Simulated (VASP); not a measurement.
**Sb: single point with PBE+D3(BJ)**

Sb, a sheet with vacuum:

```
Sb
1.0
     4.06850    0.00000    0.00000
    -2.03425    3.52342    0.00000
     0.00000    0.00000   27.10000
Sb
2
Cartesian
  0.0000 2.3489 7.0000
  2.0342 1.1745 8.6500
```

```yaml
Program: VASP 6.6.1
Task: single point
Functional: PBE
Dispersion: D3(BJ)
Potentials_or_basis: VASP PAW PBE potentials, release 64 (Sb_d_GW)
Cutoff: 400 eV
k_mesh: 12 × 12 × 1
Occupations: gaussian, width 0.03 eV
Spin: no spin polarisation
```

```json
{
 "Largest force": "0.003 eV/Å",
 "Band gap on the k mesh": "1.18 eV (least direct gap 1.66 eV)",
 "Dispersion energy per atom": "-0.237 eV"
}
```

Forces in eV/Å, atoms in the order of the input:
```
Sb   0.000  0.000 -0.003
Sb   0.000  0.000  0.003
```

Levels at points of the mesh, in eV from the valence-band top:
```
           k point  band 11  band 12  band 13  band 14  band 15  band 16  band 17  band 18  band 19  band 20
(0.00, 0.00, 0.00)   -11.49    -6.48    -0.81     0.00     0.00     1.66     2.79     2.79     4.16     4.42
(0.50, 0.00, 0.00)    -9.49    -7.89    -3.13    -1.64    -1.62     1.59     2.29     3.50     4.96     6.75
```

Run time: 2.4 min on 1 thread of Intel(R) Xeon(R) Platinum 8488C (Sapphire Rapids), on a shared host, peak memory 0.41 GiB.

Caveat: spin-orbit coupling is left out, which moves the levels of the heavy elements.
